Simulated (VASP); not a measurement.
Wanted: the native input for a VASP 6.6.1 run.

| Property | Result |
| --- | --- |
| Task | electric field gradients |
| Functional | PBE |
| Potentials or basis | VASP PAW PBE potentials, release 64 (Ru_pv, S) |
| Cutoff | 520 eV |
| k mesh | 5 × 5 × 5 |
| Occupations | fermi-dirac, width 0.02 eV |
| Spin | collinear spin, ferromagnetic start |
| Starting moments | [2.0, 2.0, 2.0, 2.0, 0.0, 0.0, 0.0, 0.0, 0.0, 0.0, 0.0, 0.0] μB |
| Dipole correction | no |
| Further INCAR settings | ALGO = Normal; EDIFF = 1e-08; NBANDS = 68 |

The structure of RuS2 lies in POSCAR:

```
RuS2
1.0
    5.6306097200      0.0000000000      0.0000000000
    0.0000000000      5.6306097200      0.0000000000
    0.0000000000      0.0000000000      5.6306097200
Ru S
4 8
Direct
    0.0000000000      0.5000000000      0.5000000000
    0.5000000000      0.5000000000      0.0000000000
    0.5000000000      0.0000000000      0.5000000000
    0.0000000000      0.0000000000      0.0000000000
    0.3882041700      0.1117958300      0.8882041700
    0.1117958300      0.8882041700      0.3882041700
    0.8882041700      0.3882041700      0.1117958300
    0.6117958300      0.6117958300      0.6117958300
    0.3882041700      0.3882041700      0.3882041700
    0.1117958300      0.6117958300      0.8882041700
    0.8882041700      0.1117958300      0.6117958300
    0.6117958300      0.8882041700      0.1117958300
```

The input as run:

INCAR

```
SYSTEM = RuS2
PREC = Accurate ; ENCUT = 520
EDIFF = 1E-8 ; ISMEAR = -1
SIGMA = 0.02 ; LREAL = .FALSE.
LASPH = .TRUE. ; NELM = 150
ALGO = Normal ; ISIF = 2
LWAVE = .FALSE. ; LCHARG = .FALSE.
ISPIN = 2 ; MAGMOM = 2 2 2 2 0 0 0 0 0 0 0 0
LORBIT = 11 ; LMAXMIX = 4
GGA = PE ; LEFG = .TRUE.
NBANDS = 68
```

KPOINTS

```
regular mesh
0
G
  5 5 5
  0 0 0
```

Potentials or basis: VASP PAW PBE potentials, release 64 (Ru_pv, S).

Launch:

```bash
$ cat potpaw_PBE.64/Ru_pv/POTCAR potpaw_PBE.64/S/POTCAR > POTCAR
$ mpirun -np 1 vasp_std > vasp.out
```

It gave:

```yaml
Pressure: 1.4 GPa
Largest_force: 0.188 eV/Å
Band_gap_on_the_k_mesh: 0.74 eV (least direct gap 0.95 eV)
Net_moment: 0.00 μB per cell
Largest_electric_field_gradient_by_atom: Ru -31.6; S +144.5 V/Å²
Valence_electrons_inside_the_program's_atomic_spheres: Ru 12.75; S 3.64
```

Caveat: without QUAD_EFG the Cq values of the log hold for a quadrupole moment of 1 mb, not for the nuclei; an odd mesh through Γ misses points on the zone boundary, where band edges can lie.

It took 5.8 min on 1 thread of Intel(R) Xeon(R) Platinum 8375C CPU @ 2.90GHz (Ice Lake), on a shared host, peak memory 0.39 GiB.
